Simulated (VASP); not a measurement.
Here is a VASP 6.6.1 calculation.

File POSCAR:

```
BeSiSb2
1.0
    4.1218505758      0.0000000000      0.0000000000
    0.0000000000      4.1218505758      0.0000000000
    0.0000000000      0.0000000000      5.7792125733
Be Sb Si
1 2 1
Direct
    0.0000000000      0.0000000000      0.0000000000
    0.0000000000      0.5000000000      0.2262088293
    0.5000000000      0.0000000000      0.7737911707
    0.5000000000      0.5000000000      0.5000000000
```

Contents of INCAR.step1:

```
  ALGO = Normal
  EDIFF = 1E-5
  ENCUT = 520
  GGA = PE
  ISIF = 2
  ISMEAR = -1
  LASPH = T
  LCHARG = F
  LREAL = F
  LWAVE = T
  NBANDS = 16
  NELM = 60
  PREC = Accurate
  SIGMA = 0.02
```

The input INCAR.step2:

```
  ALGO = Normal
  EDIFF = 1E-6
  ENCUT = 520
  GGA = PE
  HFSCREEN = 0.2079
  ISIF = 2
  ISMEAR = -1
  ISTART = 1
  LASPH = T
  LCHARG = F
  LHFCALC = T
  LREAL = F
  LWAVE = F
  NBANDS = 16
  NELM = 60
  PREC = Accurate
  PRECFOCK = Normal
  SIGMA = 0.02
```

File KPOINTS:

```
k-points
0
Gamma
  4 4 4
```

Potentials or basis: VASP PAW PBE potentials, release 64 (Be, Sb, Si).

Run with:

```console
$ cat potpaw_PBE.64/Be/POTCAR potpaw_PBE.64/Sb/POTCAR potpaw_PBE.64/Si/POTCAR > POTCAR
$ cp INCAR.step1 INCAR
$ mpirun -np 1 vasp_std > vasp.out
$ cp INCAR.step2 INCAR
$ mpirun -np 1 vasp_std > vasp.out
```

(1) Estimate the band gap on the k mesh.

(2) Predict the largest force.

Answers

(1) 0.42 eV (least direct gap 0.93 eV).

(2) 0.061 eV/Å.

Caveat: the PAW data sets were made with another functional, which shifts forces and pressure a little; spin-orbit coupling is left out, which moves the levels of the heavy elements.
